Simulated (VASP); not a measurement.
# SnO in VASP: single point with PBE+D3(BJ)

Aim: the single point of SnO with PBE+D3(BJ).

Program: VASP 6.6.1. These are calculated values, not measurements. Logs are shortened: lines on timing, memory, paths and dates and some standing lists are left out, and cuts for length are marked.

## Step 1: The cell of the first run

The cell holds a slab with vacuum, 8 atoms: a = 3.821 Å, b = 3.821 Å, c = 22.228 Å, α = 90.00°, β = 90.00°, γ = 90.00°.

## Step 2: Single point, PBE+D3(BJ) (layers slid over each other)

Input file INCAR:

```
  PREC = Accurate
  ENCUT = 520
  EDIFF = 1E-6
  ISMEAR = 0
  SIGMA = 0.05
  LREAL = F
  LASPH = T
  NELM = 80
  ALGO = Normal
  ISIF = 2
  LWAVE = F
  LCHARG = F
  LDIPOL = T
  IDIPOL = 3
  DIPOL = 0.5 0.5 0.404
  GGA = PE
  IVDW = 12
  NBANDS = 50
```

Input file KPOINTS:

```
regular mesh
0
Gamma
  7 7 1
```

Input file POSCAR:

```
SnO
1.0
    3.8205591572     -0.0000144285      0.0000000000
    0.0000145032      3.8205591572      0.0000000000
    0.0000000000      0.0000000000     22.2281056610
Sn O
4 4
Direct
    0.7499972356      0.2500027644      0.2024464014
    0.2499972356      0.7500027644      0.3088006209
    0.2499972356      1.2500027644      0.5000000000
    0.7499972356      0.7500027644      0.6063542196
    0.2499972356      0.2500027644      0.2556235111
    0.7499972356      0.7500027644      0.2556235111
    0.7499972356      1.2500027644      0.5531771098
    0.2499972356      0.7500027644      0.5531771098
```

Potentials or basis: VASP PAW PBE potentials, release 64 (Sn_d, O).

Launch:

```
> cat potpaw_PBE.64/Sn_d/POTCAR potpaw_PBE.64/O/POTCAR > POTCAR
> mpirun -np 1 vasp_std > vasp.out
```

OUTCAR:

```text
PREC = Accurate
   ENCUT = 520
   EDIFF = 1E-6
   ISMEAR = 0
   LREAL = F
   LASPH = T
   NELM = 80
   ISIF = 2
   GGA = PE
   IVDW = 12
 IVDW          = 12

 ion  position               nearest neighbor table
   1  0.750  0.250  0.202-   5 2.25   5 2.25   6 2.25   6 2.25   2 3.59   2 3.59   2 3.59   2 3.59

   2  0.250  0.750  0.309-   6 2.25   6 2.25   5 2.25   5 2.25   1 3.59   1 3.59   1 3.59   1 3.59

   3  0.250  0.250  0.500-   7 2.25   7 2.25   8 2.25   8 2.25   4 3.59   4 3.59   4 3.59   4 3.59

   4  0.750  0.750  0.606-   8 2.25   8 2.25   7 2.25   7 2.25   3 3.59   3 3.59   3 3.59   3 3.59

   5  0.250  0.250  0.256-   1 2.25   1 2.25   2 2.25   2 2.25
   6  0.750  0.750  0.256-   1 2.25   1 2.25   2 2.25   2 2.25
   7  0.750  0.250  0.553-   3 2.25   3 2.25   4 2.25   4 2.25
   8  0.250  0.750  0.553-   4 2.25   4 2.25   3 2.25   3 2.25

  LATTYP: Found a simple tetragonal cell.
 ALAT       =     3.8205591572
 C/A-ratio  =     5.8180242070

  Lattice vectors:

 A1 = (   3.8205591572,  -0.0000144285,   0.0000000000)
 A2 = (   0.0000145032,   3.8205591572,   0.0000000000)
 A3 = (   0.0000000000,   0.0000000000,  22.2281056610)

Analysis of symmetry for initial positions (statically):
=====================================================================
 Subroutine PRICEL returns:
 Original cell was already a primitive cell.

 Routine SETGRP: Setting up the symmetry group for a
 simple tetragonal supercell.

 Subroutine GETGRP returns: Found  8 space group operations
 (whereof  1 operations were pure point group operations)
 out of a pool of 16 trial point group operations.

The static configuration has the point symmetry C_1 .
 The point group associated with its full space group is D_2h.

Analysis of symmetry for dynamics (positions and initial velocities):
=====================================================================
 Subroutine PRICEL returns:
 Original cell was already a primitive cell.

 Routine SETGRP: Setting up the symmetry group for a
 simple tetragonal supercell.

 Subroutine GETGRP returns: Found  8 space group operations
 (whereof  1 operations were pure point group operations)
 out of a pool of 16 trial point group operations.

The dynamic configuration has the point symmetry C_1 .
 The point group associated with its full space group is D_2h.

 Subroutine INISYM returns: Found  8 space group operations
 (whereof  1 operations are pure point group operations),
 and found     1 'primitive' translations

----------------------------------------------------------------------------------------

                                     Primitive cell

  volume of cell :     324.4564

  direct lattice vectors                    reciprocal lattice vectors
     3.820559157 -0.000014428  0.000000000     0.261741792 -0.000000994  0.000000000
     0.000014503  3.820559157  0.000000000     0.000000988  0.261741792  0.000000000
     0.000000000  0.000000000 22.228105661     0.000000000  0.000000000  0.044988089

  length of vectors
     3.820559157  3.820559157 22.228105661     0.261741792  0.261741792  0.044988089

  position of ions in fractional coordinates (direct lattice)
     0.749997236  0.250002764  0.202446401
     0.249997236  0.750002764  0.308800621
     0.249997236  0.250002764  0.500000000
     0.749997236  0.750002764  0.606354220
     0.249997236  0.250002764  0.255623511
     0.749997236  0.750002764  0.255623511
     0.749997236  0.250002764  0.553177110
     0.249997236  0.750002764  0.553177110

  ion indices of the primitive-cell ions
   primitive index   ion index
                 1           1
                 2           2
                 3           3
                 4           4
                 5           5
                 6           6
                 7           7
                 8           8

----------------------------------------------------------------------------------------

 KPOINTS: regular mesh

Automatic generation of k-mesh.
 Grid dimensions read from file:
 generate k-points for:    7    7    1

 Generating k-lattice:

  Cartesian coordinates                     Fractional coordinates (reciprocal lattice)
     0.037391685 -0.000000142  0.000000000     0.142857143  0.000000000  0.000000000
     0.000000141  0.037391685  0.000000000    -0.000000000  0.142857143  0.000000000
     0.000000000  0.000000000  0.044988089     0.000000000  0.000000000  1.000000000

  Length of vectors
     0.037391685  0.037391685  0.044988089

  Shift w.r.t. Gamma in fractional coordinates (k-lattice)
     0.000000000  0.000000000  0.000000000

 Subroutine IBZKPT returns following result:
 ===========================================

 Found     16 irreducible k-points:

 Following reciprocal coordinates:
            Coordinates               Weight
  0.000000  0.000000  0.000000      1.000000
  0.142857  0.000000  0.000000      2.000000
  0.000000  0.142857  0.000000      2.000000
  0.285714  0.000000  0.000000      2.000000
  0.000000  0.285714  0.000000      2.000000
  0.428571  0.000000  0.000000      2.000000
[... 8 lines left out ...]
 -0.285714  0.428571  0.000000      4.000000
  0.428571  0.428571  0.000000      4.000000
   k-points           NKPTS =     16   k-points in BZ     NKDIM =     16   number of bands    NBANDS=     50
   number of dos      NEDOS =    301   number of ions     NIONS =      8
   total plane-waves  NPLWV = 131712
   dimension x,y,z NGX =    28 NGY =   28 NGZ =  168
   dimension x,y,z NGXF=    56 NGYF=   56 NGZF=  336
   ions per type =               4   4
   NGX,Y,Z   is equivalent  to a cutoff of  12.18, 12.18, 12.56 a.u.
   NGXF,Y,Z  is equivalent  to a cutoff of  24.37, 24.37, 25.13 a.u.
 SYSTEM =  unknown system
   PREC   = accura    normal or accurate (medium, high low for compatibility)
   ISTART =      0    job   : 0-new  1-cont  2-samecut
   ICHARG =      2    charge: 1-file 2-atom 10-const
   ISPIN  =      1    spin polarized calculation?
   LNONCOLLINEAR =      F non collinear calculations
   LSORBIT =      F    spin-orbit coupling
   LASPH  =      T    aspherical Exc in radial PAW
   ENCUT  =  520.0 eV  38.22 Ry    6.18 a.u.   7.10  7.10 41.33*2*pi/ulx,y,z
   NELM   =     80;   NELMIN=  2; NELMDL= -5     # of ELM steps
   EDIFF  = 0.1E-05   stopping-criterion for ELM
   LREAL  =      F    real-space projection
[... 7 lines left out ...]
   TEBEG  =    0.0;   TEEND  =   0.0 temperature during run
   PSTRESS=    0.0 pullay stress
   NELECT =      80.0000    total number of electrons
   NUPDOWN=      -1.0000    fix difference up-down
   EMIN   =  10.00;   EMAX   =-10.00  energy-range for DOS
   EFERMI =   0.00;   METHOD = LEGACY
   ISMEAR =     0;   SIGMA  =   0.05  broadening in eV -4-tet -1-fermi 0-gaus
   EFERMI_NEDOS =   21; number of points for ismear=-14 and -15
   IALGO  =     38    algorithm
   IMIX   =      4    mixing-type and parameters
     AMIX     =   0.40;   BMIX     =  1.00
     AMIX_MAG =   1.60;   BMIX_MAG =  1.00
  volume/ion in A,a.u.               =      40.56       273.69
  Fermi-wavevector in a.u.,A,eV,Ry     =   1.026564  1.939925 14.338279  1.053834
  Thomas-Fermi vector in A             =   2.160463
   LORBIT       =      0    0 simple, 1 ext, 2 COOP (PROOUT), +10 PAW based schemes
   GGA     = PE    functional components
   LHFCALC =     F    Hartree Fock is set to
   AEXX    =    0.0000 exact exchange contribution
   IVDW    =    12    specifies the selected vdW correction
   LEPSILON=     F    determine dielectric tensor
   LRPA    =     F    only Hartree local field effects (RPA)
 non-spin polarized calculation
 Gauss-broadening in eV      SIGMA  =   0.05
  energy-cutoff  :      520.00
  volume of cell :      324.46
 maximum number of plane-waves:      8769
   NGX = 15   NGY = 15   NGZ = 83

 dipolmoment           0.000000      0.000000      0.000040 electrons x Angstroem

 number of electron      79.9999970 magnetization

 dipolmoment           0.000000      0.000000     -0.000019 electrons x Angstroem

 Free energy of the ion-electron system (eV)
  ---------------------------------------------------
  ext. energy  EPLUGINS =         0.00000000
  ---------------------------------------------------
  free energy    TOTEN  =       -45.17359718 eV

  energy without entropy =      -45.17359718  energy(sigma->0) =      -45.17359718

 E-fermi :   0.0555     XC(G=0):  -5.3308

 val. band max:       -0.2219688748   @ k =   0.1429   0.0000   0.0000
 cond. band min:       2.2873987592   @ k =   0.4286   0.0000   0.0000
 fundamental gap:      2.5093676339
 Fermi energy:         0.0554774238

 k-point     1 :       0.0000    0.0000    0.0000
  band No.  band energies     occupation
      1     -21.0537      2.00000
      2     -21.0536      2.00000
      3     -20.6944      2.00000
      4     -20.6943      2.00000
      5     -20.6566      2.00000
      6     -20.6563      2.00000
[... 42 lines left out ...]
     49       5.2227      0.00000
     50       5.2292      0.00000

 k-point     2 :       0.1429    0.0000    0.0000
  band No.  band energies     occupation
      1     -21.0448      2.00000
      2     -21.0447      2.00000
      3     -20.6949      2.00000
      4     -20.6948      2.00000
      5     -20.6581      2.00000
      6     -20.6576      2.00000
[... 42 lines left out ...]
     49       5.4063      0.00000
     50       5.4805      0.00000

 k-point     3 :       0.0000    0.1429    0.0000
  band No.  band energies     occupation
      1     -21.0448      2.00000
      2     -21.0447      2.00000
      3     -20.6950      2.00000
      4     -20.6948      2.00000
      5     -20.6583      2.00000
      6     -20.6581      2.00000
[... 678 lines left out ...]
     49       5.8401      0.00000
     50       6.1326      0.00000

 k-point    16 :       0.4286    0.4286    0.0000
  band No.  band energies     occupation
      1     -20.9945      2.00000
      2     -20.9944      2.00000
      3     -20.9805      2.00000
      4     -20.9805      2.00000
      5     -20.6615      2.00000
      6     -20.6614      2.00000
[... 42 lines left out ...]
     49       6.3442      0.00000
     50       6.3520      0.00000

------------------------ aborting loop because EDIFF is reached ----------------------------------------

 vacuum level on the upper side and lower side of the slab       (xc-potential included)        -0.230        -0.229

 Edisp (eV)   -1.23355

 E8    (eV) :    -0.5454

  FORCE on cell =-STRESS in cart. coord.  units (eV):
  Direction    XX          YY          ZZ          XY          YZ          ZX
  --------------------------------------------------------------------------------------
  -------------------------------------------------------------------------------------
  Total       0.11500     0.18303    -0.18095     0.00000     0.00000     0.00000
  in kB       0.56786     0.90380    -0.89353     0.00000     0.00000     0.00000
  external pressure =        0.19 kB  Pullay stress =        0.00 kB

 VOLUME and BASIS-vectors are now :
 -----------------------------------------------------------------------------
  energy-cutoff  :      520.00
  volume of cell :      324.46
      direct lattice vectors                 reciprocal lattice vectors
     3.820559157 -0.000014428  0.000000000     0.261741792 -0.000000994  0.000000000
     0.000014503  3.820559157  0.000000000     0.000000988  0.261741792  0.000000000
     0.000000000  0.000000000 22.228105661     0.000000000  0.000000000  0.044988089

 POSITION                                       TOTAL-FORCE (eV/Angst)
 -----------------------------------------------------------------------------------
      2.86541      0.95514      4.50000        -0.000000     -0.000000     -0.070730
      0.95514      2.86543      6.86405        -0.000000     -0.000000      0.131423
      0.95513      0.95515     11.11405         0.000000      0.000000     -0.131423
      2.86542      2.86542     13.47811        -0.000000     -0.000000      0.070730
      0.95513      0.95515      5.68203        -0.000000     -0.000000      0.006935
      2.86542      2.86542      5.68203         0.000000      0.000000      0.007522
      2.86541      0.95514     12.29608         0.000000     -0.000000     -0.007522
      0.95514      2.86543     12.29608        -0.000000     -0.000000     -0.006935
 -----------------------------------------------------------------------------------
    total drift:                               -0.000000      0.000000     -0.000893

  FREE ENERGIE OF THE ION-ELECTRON SYSTEM (eV)
  ---------------------------------------------------
  free  energy   TOTEN  =       -46.4071491691 eV

  energy  without entropy=      -46.4071491691  energy(sigma->0) =      -46.40714917

 vacuum level on the upper side and lower side of the slab         4.771         4.775
```

It took 6.4 min on 1 thread of AMD EPYC 7R13 (Zen 3), shared host; peak memory 0.4 GiB.

Results:

| Quantity | Value |
| --- | --- |
| Free energy | -46.4071 eV |
| Largest force | 0.131 eV/Å |
| Band gap on the k mesh | 2.51 eV (least direct gap 2.58 eV) |
| Dispersion energy per atom | -0.154 eV |

Forces in eV/Å, atoms in the order of the input:
```
Sn   0.000  0.000 -0.071
Sn   0.000  0.000  0.131
Sn   0.000  0.000 -0.131
Sn   0.000  0.000  0.071
O    0.000  0.000  0.007
O    0.000  0.000  0.008
O    0.000  0.000 -0.008
O    0.000  0.000 -0.007
```

Caveat: the cell differs from its parent crystal (layers slid over each other); spin-orbit coupling is left out, which moves the levels of the heavy elements.
